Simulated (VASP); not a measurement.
Here is a VASP 6.6.1 calculation.

Contents of INCAR:

```
PREC = Accurate
ENCUT = 520
EDIFF = 1E-6
ISMEAR = 0
SIGMA = 0.1
LREAL = F
LASPH = T
NELM = 60
ALGO = Normal
ISIF = 2
LWAVE = F
LCHARG = F
GGA = PE
NBANDS = 24
```

KPOINTS

```
Automatic mesh
0
Gamma
  6 6 6
```

File POSCAR:

```
Ga2F
1.0
    1.6539620015      0.9549154068      4.9953883494
   -1.6539620015      0.9549154068      4.9953883494
    0.0000000000     -1.9098308136      4.9953883494
Ga F
2 1
Direct
    0.7500000000      0.7500000000      0.7500000000
    0.2500000000      0.2500000000      0.2500000000
    0.0000000000      0.0000000000      0.0000000000
```

Potentials or basis: VASP PAW PBE potentials, release 64 (Ga_d, F).

Launch:

```console
$ cat potpaw_PBE.64/Ga_d/POTCAR potpaw_PBE.64/F/POTCAR > POTCAR
$ mpirun -np 1 vasp_std > vasp.out
```

Q: Estimate the pressure.

A: 15.6 GPa.

Q: Estimate the band gap on the k mesh.

A: Zero (an odd number of electrons rules out a gap without spin polarisation).

Stress tensor (GPa, compression positive):
```
15.50  0.00  0.00
 0.00 15.50  0.00
 0.00  0.00 15.92
```

Caveat: the k points lie up to 0.37 Å⁻¹ apart, too coarse for converged energies and pressures of a metal; forces of over 1 eV/Å act on the atoms, so gaps and moduli don't describe the material at rest.
